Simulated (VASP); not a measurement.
A run of VASP 6.6.1 is set up as follows.

INCAR

```
  PREC = Accurate
  ENCUT = 520
  EDIFF = 1E-6
  ISMEAR = -1
  SIGMA = 0.05
  LREAL = False
  LASPH = True
  NELM = 100
  ALGO = Normal
  ISIF = 2
  LWAVE = False
  LCHARG = False
  GGA = CA
  NBANDS = 39
```

File KPOINTS:

```
Automatic mesh
0
Gamma
  12 8 1
```

The input POSCAR:

```
Hf
1.0
    3.1190139511      0.0000000000      0.0000000000
    0.0000000000      4.9418267784      0.0000000000
    0.0000000000      0.0000000000     22.3027000000
Hf
6
Direct
    0.7500000000      0.7500000000      0.3631551490
    0.2500000000      0.2500000000      0.4027212930
    0.2500000000      0.7500000000      0.4773402291
    0.7500000000      0.2500000000      0.5226597711
    0.7500000000      0.7500000000      0.5972787119
    0.2500000000      0.2500000000      0.6368448459
```

Potentials or basis: VASP PAW LDA potentials, release 64 (Hf_pv).

Command:

```bash
$ cat potpaw_LDA.64/Hf_pv/POTCAR > POTCAR
$ mpirun -np 1 vasp_std > vasp.out
```

**Question.** Predict the band gap on the k mesh.

**Answer.** Zero (band 30 reaches -0.23 eV, above the bottom of band 31 at -0.72 eV).

**Question.** Estimate the largest force.

**Answer.** 0.020 eV/Å.

Forces in eV/Å, atoms in the order of the input:
```
Hf   0.000  0.000  0.015
Hf   0.000  0.000 -0.010
Hf   0.000  0.000 -0.020
Hf   0.000  0.000  0.020
Hf   0.000  0.000  0.010
Hf   0.000  0.000 -0.015
```

Caveat: spin-orbit coupling is left out, which moves the levels of the heavy elements.
